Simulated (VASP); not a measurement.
# CdF2 (Fmmm) in VASP: a series of runs

Runs on CdF2. Level: PBEsol. Tasks: single point.

Everything below comes from runs of VASP 6.6.1. Logs are shortened: lines on timing, memory, paths and dates and some standing lists are left out, and cuts for length are marked.

## 1. The cell of the first run

Symmetry: Fmmm, No. 69, orthorhombic system. Conventional cell: a = 4.926 Å, b = 5.034 Å, c = 6.192 Å, α = 90.00°, β = 90.00°, γ = 90.00°. Cd (site symmetry mmm) has 8 F at 2.34 Å within 3.1 Å. Within 3.1 Å of F (site symmetry 222) lie 4 Cd at 2.34 Å and 6 F at 2.46 to 3.10 Å.

## 2. Single point, PBEsol

Input file INCAR:

```
PREC     = Accurate       # precision mode
ENCUT    = 520            # plane-wave cutoff, eV
EDIFF    = 1E-6           # SCF threshold, eV
ISMEAR   = 0              # smearing method
SIGMA    = 0.05           # smearing width, eV
LREAL    = False          # projectors in reciprocal space
LASPH    = True           # aspherical terms in the spheres
NELM     = 60             # most SCF steps
ALGO     = Normal         # electronic algorithm
ISIF     = 2              # what is computed and relaxed
LWAVE    = False          # write WAVECAR
LCHARG   = False          # write CHGCAR
GGA      = PS             # functional
NBANDS   = 20             # bands
```

Input file KPOINTS:

```
regular mesh
0
Gamma
  8 8 8
```

Input file POSCAR:

```
CdF2
1.0
    0.0000000000      2.5170882136      3.0958838991
    2.4632467545      0.0000000000      3.0958838991
    2.4632467545      2.5170882136      0.0000000000
Cd F
1 2
Direct
    0.0000000000      0.0000000000      0.0000000000
    0.2500000000      0.2500000000      0.2500000000
    0.7500000000      0.7500000000      0.7500000000
```

Potentials or basis: VASP PAW PBE potentials, release 64 (Cd, F).

On the command line:

```console
$ cat potpaw_PBE.64/Cd/POTCAR potpaw_PBE.64/F/POTCAR > POTCAR
$ mpirun -np 1 vasp_std > vasp.out
```

OUTCAR:

```text
PREC = Accurate
   ENCUT = 520
   EDIFF = 1E-6
   ISMEAR = 0
   LREAL = False
   LASPH = True
   NELM = 60
   ISIF = 2
   GGA = PS

 ion  position               nearest neighbor table
   1  0.000  0.000  0.000-   3 2.34   3 2.34   2 2.34   2 2.34   3 2.34   2 2.34   3 2.34   2 2.34

   2  0.250  0.250  0.250-   1 2.34   1 2.34   1 2.34   1 2.34
   3  0.750  0.750  0.750-   1 2.34   1 2.34   1 2.34   1 2.34

  LATTYP: Found a face centered orthorhombic cell.
 ALAT       =     4.9264935090
 B/A-ratio  =     1.0218579235
 C/A-ratio  =     1.2568306011

  Lattice vectors:

 A1 = (   0.0000000000,   2.5170882136,   3.0958838991)
 A2 = (   2.4632467545,   0.0000000000,   3.0958838991)
 A3 = (   2.4632467545,   2.5170882136,   0.0000000000)

Analysis of symmetry for initial positions (statically):
=====================================================================
 Subroutine PRICEL returns:
 Original cell was already a primitive cell.

 Routine SETGRP: Setting up the symmetry group for a
 face centered orthorhombic supercell.

 Subroutine GETGRP returns: Found  8 space group operations
 (whereof  8 operations were pure point group operations)
 out of a pool of  8 trial point group operations.

The static configuration has the point symmetry D_2h.

Analysis of symmetry for dynamics (positions and initial velocities):
=====================================================================
 Subroutine PRICEL returns:
 Original cell was already a primitive cell.

 Routine SETGRP: Setting up the symmetry group for a
 face centered orthorhombic supercell.

 Subroutine GETGRP returns: Found  8 space group operations
 (whereof  8 operations were pure point group operations)
 out of a pool of  8 trial point group operations.

The dynamic configuration has the point symmetry D_2h.

 Subroutine INISYM returns: Found  8 space group operations
 (whereof  8 operations are pure point group operations),
 and found     1 'primitive' translations

----------------------------------------------------------------------------------------

                                     Primitive cell

  volume of cell :      38.3903

  direct lattice vectors                    reciprocal lattice vectors
     0.000000000  2.517088214  3.095883899    -0.202984130  0.198642224  0.161504764
     2.463246755  0.000000000  3.095883899     0.202984130 -0.198642224  0.161504764
     2.463246755  2.517088214  0.000000000     0.202984130  0.198642224 -0.161504764

  length of vectors
     3.990016315  3.956271185  3.521834415     0.326718654  0.326718654  0.326718654

  position of ions in fractional coordinates (direct lattice)
     0.000000000  0.000000000  0.000000000
     0.250000000  0.250000000  0.250000000
     0.750000000  0.750000000  0.750000000

  ion indices of the primitive-cell ions
   primitive index   ion index
                 1           1
                 2           2
                 3           3

----------------------------------------------------------------------------------------

 KPOINTS: regular mesh

Automatic generation of k-mesh.
 Grid dimensions read from file:
 generate k-points for:    8    8    8

 Generating k-lattice:

  Cartesian coordinates                     Fractional coordinates (reciprocal lattice)
    -0.025373016  0.024830278  0.020188096     0.125000000 -0.000000000 -0.000000000
     0.025373016 -0.024830278  0.020188096     0.000000000  0.125000000  0.000000000
     0.025373016  0.024830278 -0.020188096     0.000000000  0.000000000  0.125000000

  Length of vectors
     0.040839832  0.040839832  0.040839832

  Shift w.r.t. Gamma in fractional coordinates (k-lattice)
     0.000000000  0.000000000  0.000000000

 Subroutine IBZKPT returns following result:
 ===========================================

 Found     95 irreducible k-points:

 Following reciprocal coordinates:
            Coordinates               Weight
  0.000000  0.000000  0.000000      1.000000
  0.125000  0.000000  0.000000      8.000000
  0.250000  0.000000  0.000000      8.000000
  0.375000  0.000000  0.000000      8.000000
  0.500000  0.000000  0.000000      4.000000
  0.125000  0.125000  0.000000      2.000000
[... 16 lines left out ...]
  0.250000  0.000000  0.125000      8.000000
  0.375000  0.000000  0.125000      8.000000
 [... further k-points ...]
   k-points           NKPTS =     95   k-points in BZ     NKDIM =     95   number of bands    NBANDS=     20
   number of dos      NEDOS =    301   number of ions     NIONS =      3
   total plane-waves  NPLWV =  25200
   dimension x,y,z NGX =    30 NGY =   30 NGZ =   28
   dimension x,y,z NGXF=    60 NGYF=   60 NGZF=   56
   ions per type =               1   2
   NGX,Y,Z   is equivalent  to a cutoff of  12.50, 12.61, 13.22 a.u.
   NGXF,Y,Z  is equivalent  to a cutoff of  25.00, 25.21, 26.43 a.u.
 SYSTEM =  unknown system
   PREC   = accura    normal or accurate (medium, high low for compatibility)
   ISTART =      0    job   : 0-new  1-cont  2-samecut
   ICHARG =      2    charge: 1-file 2-atom 10-const
   ISPIN  =      1    spin polarized calculation?
   LNONCOLLINEAR =      F non collinear calculations
   LSORBIT =      F    spin-orbit coupling
   LASPH  =      T    aspherical Exc in radial PAW
   ENCUT  =  520.0 eV  38.22 Ry    6.18 a.u.   7.42  7.36  6.55*2*pi/ulx,y,z
   NELM   =     60;   NELMIN=  2; NELMDL= -5     # of ELM steps
   EDIFF  = 0.1E-05   stopping-criterion for ELM
   LREAL  =      F    real-space projection
   EDIFFG = 0.1E-04   stopping-criterion for IOM
   NSW    =      0    number of steps for IOM
   IBRION =     -1    ionic relax: 0-MD 1-quasi-New 2-CG
   NFREE  =      0    steps in history (QN), initial steepest desc. (CG)
   ISIF   =      2    stress and relaxation
   ISYM   =      2    0-nonsym 1-usesym 2-fastsym
   POTIM  = 0.5000    time-step for ionic-motion
   TEBEG  =    0.0;   TEEND  =   0.0 temperature during run
   PSTRESS=    0.0 pullay stress
   NELECT =      26.0000    total number of electrons
   NUPDOWN=      -1.0000    fix difference up-down
   EMIN   =  10.00;   EMAX   =-10.00  energy-range for DOS
   EFERMI =   0.00;   METHOD = LEGACY
   ISMEAR =     0;   SIGMA  =   0.05  broadening in eV -4-tet -1-fermi 0-gaus
   EFERMI_NEDOS =   21; number of points for ismear=-14 and -15
   IALGO  =     38    algorithm
   IMIX   =      4    mixing-type and parameters
     AMIX     =   0.40;   BMIX     =  1.00
     AMIX_MAG =   1.60;   BMIX_MAG =  1.00
  volume/ion in A,a.u.               =      12.80        86.36
  Fermi-wavevector in a.u.,A,eV,Ry     =   1.437669  2.716801 28.121779  2.066892
  Thomas-Fermi vector in A             =   2.556721
   LORBIT       =      0    0 simple, 1 ext, 2 COOP (PROOUT), +10 PAW based schemes
   GGA     = PS    functional components
   LHFCALC =     F    Hartree Fock is set to
   AEXX    =    0.0000 exact exchange contribution
   IVDW    =     0    specifies the selected vdW correction
   LEPSILON=     F    determine dielectric tensor
   LRPA    =     F    only Hartree local field effects (RPA)
 non-spin polarized calculation
 Gauss-broadening in eV      SIGMA  =   0.05
  energy-cutoff  :      520.00
  volume of cell :       38.39
 maximum number of plane-waves:      1057
 NGX is ok and might be reduce to    30
   NGX = 15   NGY = 15   NGZ = 13

 number of electron      26.0000000 magnetization

 Free energy of the ion-electron system (eV)
  ---------------------------------------------------
  ext. energy  EPLUGINS =         0.00000000
  ---------------------------------------------------
  free energy    TOTEN  =       -11.14901525 eV

  energy without entropy =      -11.14901525  energy(sigma->0) =      -11.14901525

 E-fermi :  -0.5696     XC(G=0): -10.8530

 val. band max:       -0.7797879701   @ k =   0.5000   0.0000   0.5000
 cond. band min:       1.1926728197   @ k =   0.0000   0.0000   0.0000
 fundamental gap:      1.9724607898
 Fermi energy:        -0.5695548227

 k-point     1 :       0.0000    0.0000    0.0000
  band No.  band energies     occupation
      1     -21.9835      2.00000
      2     -20.5783      2.00000
      3      -7.0618      2.00000
      4      -6.8502      2.00000
      5      -6.8410      2.00000
      6      -5.8998      2.00000
[... 12 lines left out ...]
     19      16.7705      0.00000
     20      18.5787      0.00000

 k-point     2 :       0.1250    0.0000    0.0000
  band No.  band energies     occupation
      1     -21.9233      2.00000
      2     -20.6352      2.00000
      3      -6.9821      2.00000
      4      -6.7800      2.00000
      5      -6.7325      2.00000
      6      -5.8991      2.00000
[... 12 lines left out ...]
     19      17.3835      0.00000
     20      19.1181      0.00000

 k-point     3 :       0.2500    0.0000    0.0000
  band No.  band energies     occupation
      1     -21.7580      2.00000
      2     -20.7898      2.00000
      3      -6.8649      2.00000
      4      -6.6211      2.00000
      5      -6.3716      2.00000
      6      -5.8665      2.00000
[... 12 lines left out ...]
     19      17.8053      0.00000
     20      19.4536      0.00000

 k-point     4 :       0.3750    0.0000    0.0000
  band No.  band energies     occupation
      1     -21.5256      2.00000
      2     -21.0078      2.00000
      3      -6.8130      2.00000
      4      -6.4787      2.00000
      5      -5.9041      2.00000
      6      -5.8586      2.00000
[... 12 lines left out ...]
     19      17.2659      0.00000
     20      18.5124      0.00000

 k-point     5 :       0.5000    0.0000    0.0000
  band No.  band energies     occupation
      1     -21.3006      2.00000
      2     -21.2256      2.00000
      3      -6.8044      2.00000
      4      -6.4333      2.00000
      5      -5.8446      2.00000
      6      -5.8191      2.00000
[... 12 lines left out ...]
     19      16.9527      0.00000
     20      17.9889      0.00000
[... 353 lines left out ...]
      6      -5.8730      2.00000
[... 12 lines left out ...]
     19      17.0866      0.00000
     20      21.7668      0.00000

 k-point    22 :       0.1250    0.0000    0.1250
  band No.  band energies     occupation
      1     -21.8885      2.00000
      2     -20.6689      2.00000
      3      -6.9459      2.00000
      4      -6.8345      2.00000
      5      -6.6194      2.00000
      6      -5.9065      2.00000
[... 12 lines left out ...]
     19      18.1715      0.00000
     20      18.5444      0.00000

 k-point    23 :       0.2500    0.0000    0.1250
  band No.  band energies     occupation
      1     -21.7484      2.00000
      2     -20.7963      2.00000
      3      -6.8048      2.00000
      4      -6.7320      2.00000
      5      -6.3384      2.00000
      6      -5.9759      2.00000
[... 12 lines left out ...]
     19      17.7016      0.00000
     20      19.6344      0.00000

 k-point    24 :       0.3750    0.0000    0.1250
  band No.  band energies     occupation
      1     -21.5372      2.00000
      2     -20.9893      2.00000
      3      -6.7221      2.00000
      4      -6.5416      2.00000
      5      -5.9995      2.00000
      6      -5.9726      2.00000
[... 12 lines left out ...]
     19      16.9002      0.00000
     20      19.9849      0.00000

 [... further k-points ...]
[... 5 lines left out ...]
  --------------------------------------------------------------------------------------
  -------------------------------------------------------------------------------------
  Total        2.8537045      2.1319514     -3.7189629      0.0000000      0.0000000      0.0000000
  in kB      119.0963801     88.9747678   -155.2070382      0.0000000      0.0000000      0.0000000
  external PRESSURE =      17.6213699 kB  Pullay stress =       0.0000000 kB

 VOLUME and BASIS-vectors are now :
 -----------------------------------------------------------------------------
  energy-cutoff  :      520.00
  volume of cell :       38.39
      direct lattice vectors                 reciprocal lattice vectors
     0.000000000  2.517088214  3.095883899    -0.202984130  0.198642224  0.161504764
     2.463246755  0.000000000  3.095883899     0.202984130 -0.198642224  0.161504764
     2.463246755  2.517088214  0.000000000     0.202984130  0.198642224 -0.161504764

 POSITION                                       TOTAL-FORCE (eV/Angst)
 -----------------------------------------------------------------------------------
      0.00000      0.00000      0.00000         0.000000     -0.000000      0.000000
      1.23162      1.25854      1.54794         0.000000     -0.000000     -0.000000
      3.69487      3.77563      4.64383        -0.000000      0.000000      0.000000
 -----------------------------------------------------------------------------------
    total drift:                                0.000000     -0.000000      0.000000

  FREE ENERGIE OF THE ION-ELECTRON SYSTEM (eV)
  ---------------------------------------------------
  free  energy   TOTEN  =       -11.1490152482 eV

  energy  without entropy=      -11.1490152482  energy(sigma->0) =      -11.14901525
```

Run time: 2.2 min. Hardware: 1 thread of Oxide Virtual Turin-like, shared host; peak memory 0.17 GiB.

Results:

- Free energy: -11.1490 eV
- Pressure: 1.8 GPa
- Band gap on the k mesh: 1.97 eV (least direct gap 2.53 eV)

Stress tensor (GPa, compression positive):
```
 11.91   0.00   0.00
  0.00   8.90   0.00
  0.00   0.00 -15.52
```

Levels at points of the mesh, in eV from the valence-band top:
| k point | band 10 | band 11 | band 12 | band 13 | band 14 | band 15 | band 16 | band 17 |
| --- | --- | --- | --- | --- | --- | --- | --- | --- |
| (0.00, 0.00, 0.00) | -1.21 | -0.78 | -0.72 | -0.56 | 1.97 | 12.07 | 12.11 | 12.69 |
| (0.50, 0.00, 0.00) | -2.35 | -1.94 | -0.95 | -0.83 | 6.30 | 7.74 | 13.62 | 14.83 |
| (0.50, 0.50, 0.00) | -3.15 | -1.45 | -0.25 | -0.10 | 6.81 | 9.57 | 11.94 | 14.10 |
| (0.50, 0.00, 0.50) | -3.23 | -0.76 | -0.35 | 0.00 | 7.26 | 8.26 | 11.21 | 11.84 |
| (0.00, 0.50, 0.50) | -3.34 | -0.74 | -0.20 | -0.12 | 7.10 | 8.37 | 11.32 | 11.77 |

Caveat: the cell differs from its parent crystal (strain +e along x and -e along y -0.0100, strain +e along z and -e/2 along x and y +0.1500); the stress differs along the axes, from -16 to 12 GPa; the PAW data sets were made with another functional, which shifts forces and pressure a little.

(Continued in part 2 of 2.)
